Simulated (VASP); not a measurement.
Input of a VASP 6.6.1 run:

File INCAR:

```
SYSTEM = AlCo
  ALGO = Normal
  EDIFF = 1E-6
  ENCUT = 520
  GGA = PE
  ISIF = 2
  ISMEAR = -1
  LASPH = .TRUE.
  LCHARG = .FALSE.
  LREAL = .FALSE.
  LWAVE = .FALSE.
  NBANDS = 13
  NELM = 60
  PREC = Accurate
  SIGMA = 0.05
```

Contents of KPOINTS:

```
k-points
0
G
  16 16 16
  0 0 0
```

The input POSCAR:

```
AlCo
1.0
    0.0000000000      2.0442279746      2.0442279746
    2.0442279746      0.0000000000      2.0442279746
    2.0442279746      2.0442279746      0.0000000000
Co Al
1 1
Direct
    0.0000000000      0.0000000000      0.0000000000
    0.5000000000      0.5000000000      0.5000000000
```

Potentials or basis: VASP PAW PBE potentials, release 64 (Co, Al).

Launch:

```sh
$ cat potpaw_PBE.64/Co/POTCAR potpaw_PBE.64/Al/POTCAR > POTCAR
$ mpirun -np 1 vasp_std > vasp.out
```

Task: Predict the band gap on the k mesh.

Result: Zero (band 6 reaches 16.00 eV, above the bottom of band 7 at 15.61 eV).

Task: What does it give for the pressure?

Result: 151.9 GPa.

Spin polarisation is off, so any magnetic state and its effect on volume and gap are missing.
